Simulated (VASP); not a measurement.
Write the native input for VASP 6.6.1 that does the following.

| Item | Value |
| --- | --- |
| Task | single point |
| Functional | PBE |
| Potentials or basis | VASP PAW PBE potentials, release 64 (Al, H) |
| Cutoff | 520 eV |
| k mesh | 5 × 4 × 1 |
| Occupations | gaussian, width 0.1 eV |
| Spin | no spin polarisation |
| Dipole correction | yes |
| Further INCAR settings | LREAL = Auto; ALGO = Normal; EDIFF = 1e-07; NBANDS = 40 |

The structure of Al8H lies in POSCAR:

```
Al8H
1.0
    5.7135165837      0.0000000000      0.0000000000
    0.0000000000      8.0801326415      0.0000000000
    0.0000000000      0.0000000000     22.2432786975
Al H
16 2
Direct
    0.2500000000      0.2500000000      0.1798296040
    0.2500000000      0.7500000000      0.1798296040
    0.7500000000      0.2500000000      0.1798296040
    0.7500000000      0.7500000000      0.1798296040
    0.0000000000      0.0000000000      0.2440458181
    0.0000000000      0.5000000000      0.2440458181
    0.5000000000      0.0000000000      0.2440458181
    0.5000000000      0.5000000000      0.2440458181
    0.2500000000      0.2500000000      0.3102598702
    0.2500000000      0.7500000000      0.3102598702
    0.7500000000      0.2500000000      0.3102598702
    0.7500000000      0.7500000000      0.3102598702
    0.0000000000      0.0000000000      0.3705963860
    0.0000000000      0.5000000000      0.3705963860
    0.5000000000      0.0000000000      0.3705963860
    0.5000000000      0.5000000000      0.3705963860
    0.2500000000      0.1355835614      0.4052135847
    0.2500000000      0.3644164386      0.4052135847
```

The input as run:

INCAR

```
SYSTEM = Al8H
PREC = Accurate ; ENCUT = 520
EDIFF = 1E-7 ; ISMEAR = 0
SIGMA = 0.1 ; LREAL = Auto
LASPH = .TRUE. ; NELM = 80
ALGO = Normal ; ISIF = 2
LWAVE = .FALSE. ; LCHARG = .FALSE.
LDIPOL = .TRUE. ; IDIPOL = 3
DIPOL = 0.5 0.5 0.291 ; GGA = PE
NBANDS = 40
```

KPOINTS

```
Automatic mesh
0
G
  5 4 1
  0 0 0
```

Potentials or basis: VASP PAW PBE potentials, release 64 (Al, H).

Run with:

```sh
$ cat potpaw_PBE.64/Al/POTCAR potpaw_PBE.64/H/POTCAR > POTCAR
$ mpirun -np 1 vasp_std > vasp.out
```

It gave:

```yaml
Largest_force: 0.673 eV/Å
Band_gap_on_the_k_mesh: zero (bands 25 and 26 overlap by 0.64 eV)
```

Run time: 15 min on 1 thread of Intel(R) Xeon(R) Platinum 8488C (Sapphire Rapids), on a shared host, peak memory 0.89 GiB.
